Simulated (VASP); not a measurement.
# LiCl (I4/mmm) in VASP: notebook, part 2 of 2

VASP 6.6.1.

### 3 Single point, PBE (strain +0.040 along x and y, +0.080 along z)

Contents of INCAR:

```
PREC = Accurate
ENCUT = 520
EDIFF = 1E-6
ISMEAR = 0
SIGMA = 0.05
LREAL = False
LASPH = True
NELM = 60
ALGO = Normal
ISIF = 2
LWAVE = False
LCHARG = True
GGA = PE
LELF = True
LVHAR = True
NBANDS = 12
```

Contents of KPOINTS:

```
Automatic mesh
0
Gamma
  8 8 8
```

Contents of POSCAR:

```
LiCl
1.0
    0.0000000000      2.6673504000      2.7699408000
    2.6673504000      0.0000000000      2.7699408000
    2.6673504000      2.6673504000      0.0000000000
Li Cl
1 1
Direct
    0.0000000000      0.0000000000      0.0000000000
    0.5000000000      0.5000000000      0.5000000000
```

Potentials or basis: VASP PAW PBE potentials, release 64 (Li_sv, Cl).

Launch:

```console
$ cat potpaw_PBE.64/Li_sv/POTCAR potpaw_PBE.64/Cl/POTCAR > POTCAR
$ mpirun -np 1 vasp_std > vasp.out
```

OUTCAR:

```text
PREC = Accurate
   ENCUT = 520
   EDIFF = 1E-6
   ISMEAR = 0
   LREAL = False
   LASPH = True
   NELM = 60
   ISIF = 2
   GGA = PE

 ion  position               nearest neighbor table
   1  0.000  0.000  0.000-
   2  0.500  0.500  0.500-

  LATTYP: Found a body centered tetragonal cell.
 ALAT       =     3.7722031113
 C/A-ratio  =     1.4686063917

  Lattice vectors:

 A1 = (  -2.6673504000,   0.0000000000,   2.7699408000)
 A2 = (   2.6673504000,   0.0000000000,   2.7699408000)
 A3 = (   0.0000000000,   2.6673504000,  -2.7699408000)

Analysis of symmetry for initial positions (statically):
=====================================================================
 Subroutine PRICEL returns:
 Original cell was already a primitive cell.

 Routine SETGRP: Setting up the symmetry group for a
 body centered tetragonal supercell.

 Subroutine GETGRP returns: Found 16 space group operations
 (whereof 16 operations were pure point group operations)
 out of a pool of 16 trial point group operations.

The static configuration has the point symmetry D_4h.

Analysis of symmetry for dynamics (positions and initial velocities):
=====================================================================
 Subroutine PRICEL returns:
 Original cell was already a primitive cell.

 Routine SETGRP: Setting up the symmetry group for a
 body centered tetragonal supercell.

 Subroutine GETGRP returns: Found 16 space group operations
 (whereof 16 operations were pure point group operations)
 out of a pool of 16 trial point group operations.

The dynamic configuration has the point symmetry D_4h.

 Subroutine INISYM returns: Found 16 space group operations
 (whereof 16 operations are pure point group operations),
 and found     1 'primitive' translations

----------------------------------------------------------------------------------------

                                     Primitive cell

  volume of cell :      39.4149

  direct lattice vectors                    reciprocal lattice vectors
[... 112 lines left out ...]
   GGA     = PE    functional components
   LHFCALC =     F    Hartree Fock is set to
   AEXX    =    0.0000 exact exchange contribution
   IVDW    =     0    specifies the selected vdW correction
   LEPSILON=     F    determine dielectric tensor
   LRPA    =     F    only Hartree local field effects (RPA)
 non-spin polarized calculation
 Gauss-broadening in eV      SIGMA  =   0.05
  energy-cutoff  :      520.00
  volume of cell :       39.41
 maximum number of plane-waves:      1074
 NGX is ok and might be reduce to    30
   NGX = 15   NGY = 15   NGZ = 13

 number of electron      10.0000000 magnetization

 number of electron       9.9999999 magnetization

 Free energy of the ion-electron system (eV)
  ---------------------------------------------------
  ext. energy  EPLUGINS =         0.00000000
  ---------------------------------------------------
  free energy    TOTEN  =        -7.32299794 eV

  energy without entropy =       -7.32299794  energy(sigma->0) =       -7.32299794

 E-fermi :  -0.1378     XC(G=0):  -8.0756

 val. band max:       -0.4251157851   @ k =   0.0000   0.0000   0.0000
 cond. band min:       5.0715862786   @ k =   0.0000   0.0000   0.0000
 fundamental gap:      5.4967020637
 Fermi energy:        -0.1377502713

 k-point     1 :       0.0000    0.0000    0.0000
  band No.  band energies     occupation
      1     -44.3237      2.00000
      2     -13.3976      2.00000
      3      -0.5062      2.00000
      4      -0.5062      2.00000
      5      -0.4251      2.00000
      6       5.0716      0.00000
      7      11.1038      0.00000
      8      11.4008      0.00000
      9      11.4008      0.00000
     10      12.7181      0.00000
     11      13.3280      0.00000
     12      13.3317      0.00000
[... 331 lines left out ...]
 k-point    24 :       0.3750    0.0000    0.1250
  band No.  band energies     occupation
      1     -44.3227      2.00000
      2     -13.0740      2.00000
      3      -2.2397      2.00000
      4      -0.8226      2.00000
      5      -0.7994      2.00000
      6       6.7425      0.00000
      7       8.9577      0.00000
      8       9.6823      0.00000
      9       9.9495      0.00000
     10      12.8996      0.00000
     11      15.2558      0.00000
     12      15.6965      0.00000

 [... further k-points ...]
[... 5 lines left out ...]
  --------------------------------------------------------------------------------------
  -------------------------------------------------------------------------------------
  Total       -0.8154242     -0.8154242     -0.8578676      0.0000000     -0.0000000      0.0000000
  in kB      -33.1461849    -33.1461849    -34.8714661      0.0000000     -0.0000000      0.0000000
  external PRESSURE =     -33.7212786 kB  Pullay stress =       0.0000000 kB

 VOLUME and BASIS-vectors are now :
 -----------------------------------------------------------------------------
  energy-cutoff  :      520.00
  volume of cell :       39.41
      direct lattice vectors                 reciprocal lattice vectors
     0.000000000  2.667350400  2.769940800    -0.187451937  0.187451937  0.180509273
     2.667350400  0.000000000  2.769940800     0.187451937 -0.187451937  0.180509273
     2.667350400  2.667350400  0.000000000     0.187451937  0.187451937 -0.180509273

 POSITION                                       TOTAL-FORCE (eV/Angst)
 -----------------------------------------------------------------------------------
      0.00000      0.00000      0.00000         0.000000      0.000000      0.000000
      2.66735      2.66735      2.76994         0.000000      0.000000     -0.000000
 -----------------------------------------------------------------------------------
    total drift:                               -0.000000     -0.000000      0.000000

  FREE ENERGIE OF THE ION-ELECTRON SYSTEM (eV)
  ---------------------------------------------------
  free  energy   TOTEN  =        -7.3229979422 eV

  energy  without entropy=       -7.3229979422  energy(sigma->0) =       -7.32299794
```

OSZICAR:

```text
N       E                     dE             d eps       ncg     rms          rms(c)
DAV:   1     0.418811371045E+02    0.41881E+02   -0.39596E+03  1416   0.762E+02
DAV:   2    -0.458375623019E+01   -0.46465E+02   -0.44849E+02  1804   0.138E+02
DAV:   3    -0.733705093012E+01   -0.27533E+01   -0.27449E+01  1892   0.356E+01
DAV:   4    -0.740827809300E+01   -0.71227E-01   -0.71204E-01  1972   0.592E+00
DAV:   5    -0.740930330612E+01   -0.10252E-02   -0.10252E-02  1896   0.640E-01    0.229E+00
DAV:   6    -0.731504054840E+01    0.94263E-01   -0.22390E-01  1868   0.206E+00    0.162E+00
DAV:   7    -0.731712285243E+01   -0.20823E-02   -0.58890E-02  2152   0.121E+00    0.925E-01
DAV:   8    -0.732293171866E+01   -0.58089E-02   -0.86385E-03  1612   0.636E-01    0.167E-01
DAV:   9    -0.732290030152E+01    0.31417E-04   -0.32045E-04  1944   0.123E-01    0.730E-02
DAV:  10    -0.732298641456E+01   -0.86113E-04   -0.22581E-04  1640   0.944E-02    0.651E-02
DAV:  11    -0.732299647366E+01   -0.10059E-04   -0.26874E-05  1940   0.299E-02    0.339E-03
DAV:  12    -0.732299829412E+01   -0.18205E-05   -0.10584E-06  1704   0.712E-03    0.427E-03
DAV:  13    -0.732299794217E+01    0.35195E-06   -0.24591E-07  1024   0.338E-03
   1 F= -.73229979E+01 E0= -.73229979E+01  d E =-.248711E-18
```

stdout:

```text
POSCAR found type information on POSCAR LiCl
 POSCAR found :  2 types and       2 ions
 scaLAPACK will be used
 LDA part: xc-table for (Slater+PW92), standard interpolation
 POSCAR, INCAR and KPOINTS ok, starting setup
 FFT: planning ... GRIDC
 FFT: planning ... GRID_SOFT
 FFT: planning ... GRID
 WAVECAR not read
 entering main loop
```

Wall time 23 s (1 thread of Intel Xeon Platinum 8488C (Sapphire Rapids), shared host); peak memory 0.17 GiB.

What came out:

| Item | Value |
| --- | --- |
| Free energy | -7.3230 eV |
| Band gap on the k mesh | 5.50 eV, direct |

Caveat: the cell differs from its parent crystal (strain +0.040 along x and y, +0.080 along z); the cutoff is under 1.25 times the usual one of these potentials, so pressure, stress and relaxed cells hold a basis-set (Pulay) error.
